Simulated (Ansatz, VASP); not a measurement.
## MgO in VASP and in Ansatz

```
Mg O
1.0
     3.13000    0.00000    0.00000
    -1.56500    2.71066    0.00000
     0.00000    0.00000    5.01939
Mg O
2 2
Cartesian
  0.0000 1.8071 0.0184
  1.5650 0.9036 2.5281
  0.0000 1.8071 2.0125
  1.5650 0.9036 4.5222
```

Alike in both runs: task single point; functional PBEsol; k mesh 9 × 9 × 6; occupations gaussian, width 0.05 eV; no spin polarisation.

|  | VASP | Ansatz |
| --- | --- | --- |
| version | VASP 6.6.1 | Ansatz 0.2.0 |
| potentials or method | VASP PAW PBE potentials, release 64 (Mg, O), cutoff 520 eV | scalar-relativistic, plane waves, PAW |
| valence electrons in the cell | 16 | 32 |

Ansatz gave:

- gap on the k mesh at the Fermi level (eV): 4.08
- least direct gap on the mesh (eV): 4.08
- pressure (GPa): 17.6
- traceless stress, the component that is largest in VASP (GPa): -11.20
- rms of the force components (eV/Å): 0.361

**Question.** Which values does VASP return?

**Answer.** gap on the k mesh at the Fermi level (eV): 4.08; least direct gap on the mesh (eV): 4.08; pressure (GPa): 17.7; traceless stress, the component that is largest in VASP (GPa): -11.44; rms of the force components (eV/Å): 0.371.

VASP's potentials were made for PBE, not for PBEsol, and Ansatz warns of the same on its side. Atom by atom the forces differ by 0.010 eV/Å (rms over components). VASP's potentials hold 16 valence electrons a cell and Ansatz's 32, so a difference there can come from the potentials and not from the codes.
